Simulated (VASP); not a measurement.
# Tl: relaxation of cell and atoms with PBE

The system is Tl.

```xyz
4
Lattice="0.0000 3.8467 3.8467 3.8467 0.0000 3.8467 3.8467 3.8467 0.0000" Properties=species:S:1:pos:R:3 pbc="T T T"
Tl    4.8083    4.8083    4.8083
Tl    2.8850    2.8850    4.8083
Tl    2.8850    4.8083    2.8850
Tl    4.8083    2.8850    2.8850
```

The cell was generated, and may not be a known phase.

```json
{
 "Program": "VASP 6.6.1",
 "Task": "relaxation of cell and atoms",
 "Functional": "PBE",
 "Potentials or basis": "VASP PAW PBE potentials, release 64 (Tl_d)",
 "Cutoff": "600 eV",
 "k mesh": "4 × 4 × 4",
 "Occupations": "gaussian, width 0.1 eV",
 "Spin": "no spin polarisation",
 "Dipole correction": "no",
 "Further INCAR settings": "ALGO = Fast; EDIFF = 1e-07; IBRION = 2; EDIFFG = -0.04; NSW = 90; ISIF = 3"
}
```

```json
{"Relaxed volume": "51.47 Å³/atom", "Relaxed cell": "a = 6.628 Å, b = 6.628 Å, c = 6.628 Å, α = 60.00°, β = 60.00°, γ = 60.00°", "Space group after relaxing (to 0.1 Å)": "Fd-3m (No. 227)", "Energy gained by relaxing": "1107.4 meV/atom", "Ionic steps": "4", "Pressure after relaxing": "-0.1 GPa", "Band gap on the k mesh": "zero (bands 26 and 27 overlap by 0.77 eV)"}
```

The path:
| step | energy change (eV) | largest force (eV/Å) | pressure (GPa) | volume (Å³) |
| --- | --- | --- | --- | --- |
| 1 | 0.0000 | 0.0000 | 29.97 | 113.84 |
| 2 | -4.3598 | 0.0000 | -0.95 | 225.98 |
| 3 | -4.3726 | 0.0000 | 1.15 | 187.03 |
| 4 | -4.4297 | 0.0000 | -0.09 | 205.88 |

Final structure:
```yaml
crystal:
  lattice:
    - [0.00000, 4.68665, 4.68665]
    - [4.68665, 0.00000, 4.68665]
    - [4.68665, 4.68665, 0.00000]
  atoms:
    - { symbol: Tl, position: [0.62500, 0.62500, 0.62500] }
    - { symbol: Tl, position: [0.62500, 0.62500, 0.12500] }
    - { symbol: Tl, position: [0.62500, 0.12500, 0.62500] }
    - { symbol: Tl, position: [0.12500, 0.62500, 0.62500] }
```

Levels at points of the mesh, in eV from the Fermi level:
```csv
k point,band 23,band 24,band 25,band 26,band 27,band 28,band 29,band 30
"(0.00, 0.00, 0.00)",-4.47,-4.47,-2.72,-0.75,-0.75,-0.75,0.76,0.76
"(0.50, 0.00, 0.00)",-4.75,-4.75,-1.73,-0.23,-0.23,1.88,2.73,2.73
"(0.50, 0.50, 0.00)",-5.06,-5.06,-0.92,-0.92,1.99,1.99,2.62,2.62
```

Run time: 3.4 min on 1 thread of Intel(R) Xeon(R) Platinum 8259CL CPU @ 2.50GHz (Skylake/Cascade Lake) (shared host), peak memory 0.33 GiB.

Caveat: the volume moved by over 15 % at a fixed basis, so the end points are rough; spin-orbit coupling is left out, which moves the levels of the heavy elements.
